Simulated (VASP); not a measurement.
Crystal: CdTe.

```
Te Cd
1.0
     0.00000    3.26786    3.26786
     3.26786    0.00000    3.26786
     3.26786    3.26786    0.00000
Te Cd
1 1
Direct
  0.75000 0.75000 0.75000
  0.00000 0.00000 0.00000
```

This cell differs from its parent crystal: volume scaled by 1.06.

Base run:

| Item | Value |
| --- | --- |
| Program | VASP 6.6.1 |
| Functional | PBEsol |
| Potentials or basis | VASP PAW PBE potentials, release 64 (Te, Cd) |
| Cutoff | 520 eV |
| k mesh | 7 × 7 × 7 |
| Occupations | fermi-dirac, width 0.05 eV |
| Spin | no spin polarisation |

Its results: band gap on the k mesh 0.59 eV, direct; pressure -0.7 GPa.

Problem. The run is repeated on the same cell with these changes: functional from PBEsol to PBE. What comes out?

Solution. Band gap on the k mesh 0.69 eV, direct; pressure 1.6 GPa.

PBE binds less tightly than PBEsol, so the same cell stands under more pressure.

Caveats: spin-orbit coupling is left out, which moves the levels of the heavy elements; the PAW data sets were made with another functional, which shifts forces and pressure a little (some runs).

